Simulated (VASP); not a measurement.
# MoS2: single point with PBEsol+D3(BJ)

Crystal: MoS2.

```
CELL_PARAMETERS angstrom
1.53990 0.88906 5.79705
-1.53990 0.88906 5.79705
0.00000 -1.77813 5.79705
ATOMIC_POSITIONS crystal
Mo 0.00000 0.00000 0.00000
S 0.73467 0.73467 0.80834
S 0.26533 0.26533 0.19166
```

This cell differs from its parent crystal: atoms displaced along a vibrational mode.

```yaml
Program: VASP 6.6.1
Task: single point
Functional: PBEsol
Dispersion: D3(BJ)
Potentials_or_basis: VASP PAW PBE potentials, release 64 (Mo_sv, S)
Cutoff: 520 eV
k_mesh: 15 × 15 × 15
Occupations: gaussian, width 0.15 eV
Spin: no spin polarisation
```

The pressure is 1.1 GPa and the largest force is 1.046 eV/Å. The band gap on the k mesh is zero (bands 13 and 14 overlap by 0.53 eV) and the dispersion energy per atom is -0.415 eV.

Forces on the atoms (eV/Å):
```
Mo   0.000  0.000  0.000
S    0.000  1.032  0.166
S    0.000 -1.032 -0.166
```

Stress tensor (GPa, compression positive):
```
 5.14  0.00  0.00
 0.00 -3.73 10.12
 0.00 10.12  1.91
```

Levels at points of the mesh, in eV from the Fermi level:
```csv
k point,band 9,band 10,band 11,band 12,band 13,band 14,band 15,band 16,band 17,band 18
"(0.00, 0.00, 0.00)",-3.56,-1.84,-1.13,-0.99,-0.47,0.22,0.32,2.95,3.50,6.41
```

Wall time 25 min on 1 thread of AMD EPYC 9R45 96-Core Processor (Zen 5), on a shared host, peak memory 0.9 GiB.

Caveat: the cell differs from its parent crystal (atoms displaced along a vibrational mode); the stress differs along the axes, from -4 to 5 GPa; the PAW data sets were made with another functional, which shifts forces and pressure a little.
